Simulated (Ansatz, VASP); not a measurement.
## One calculation of Ge, two programs

```
Ge
1.0
     2.67992    0.00000    0.00000
     0.00000    2.67992    0.00000
     0.00000    0.00000    2.67992
Ge
1
Direct
  0.00000 0.00000 0.00000
```

Alike in both runs: functional r2SCAN; k mesh 20 × 20 × 20; occupations gaussian, width 0.1 eV; no spin polarisation.

Ansatz relaxed the structure, and its values are those at the end. VASP's run is a single point on that final structure, the one shown.

|  | VASP | Ansatz |
| --- | --- | --- |
| version | VASP 6.6.1 | Ansatz 0.2.0 |
| potentials or method | VASP PAW PBE potentials, release 64 (Ge_d), cutoff 520 eV | scalar-relativistic, plane waves, PAW |
| valence electrons in the cell | 14 | 14 |

|  | VASP | Ansatz | Ansatz less VASP |
| --- | --- | --- | --- |
| gap on the k mesh at the Fermi level (eV) | none | none | - |
| pressure (GPa) | 0.0 | 0.0 | +0.01 |

VASP's potentials were made for PBE, not for r2SCAN. A gap of «none» marks a metal or a gap that the smearing closes.
